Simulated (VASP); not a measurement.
## RbBr: single point with PBE

RbBr:

```
Rb Br
1.0
     0.00000    3.46083    3.46083
     3.46083    0.00000    3.46083
     3.46083    3.46083    0.00000
Rb Br
1 1
Direct
  0.00000 0.00000 0.00000
  0.50000 0.50000 0.50000
```

* Program: VASP 6.6.1
* Task: single point
* Functional: PBE
* Potentials or basis: VASP PAW PBE potentials, release 64 (Rb_sv, Br)
* Cutoff: 520 eV
* k mesh: 4 × 4 × 4
* Occupations: gaussian, width 0.01 eV
* Spin: no spin polarisation
* Dipole correction: no
* Further INCAR settings: ALGO = Normal; EDIFF = 1e-07; NBANDS = 15

* Pressure: 0.6 GPa
* Band gap on the k mesh: 4.29 eV

Levels at points of the mesh, in eV from the valence-band top:
```tsv
k point	band 4	band 5	band 6	band 7	band 8	band 9	band 10	band 11	band 12	band 13
(0.00, 0.00, 0.00)	-8.55	-8.55	0.00	0.00	0.00	4.29	7.27	7.27	7.27	8.14
(0.50, 0.00, 0.00)	-8.56	-8.51	-0.94	-0.33	-0.33	6.74	7.61	9.40	9.40	10.07
(0.50, 0.50, 0.00)	-8.62	-8.62	-0.47	-0.16	-0.16	5.64	7.02	9.05	9.15	9.32
```

It took 19 s on 1 thread of Intel Xeon 8259CL (shared host), peak memory 0.2 GiB.
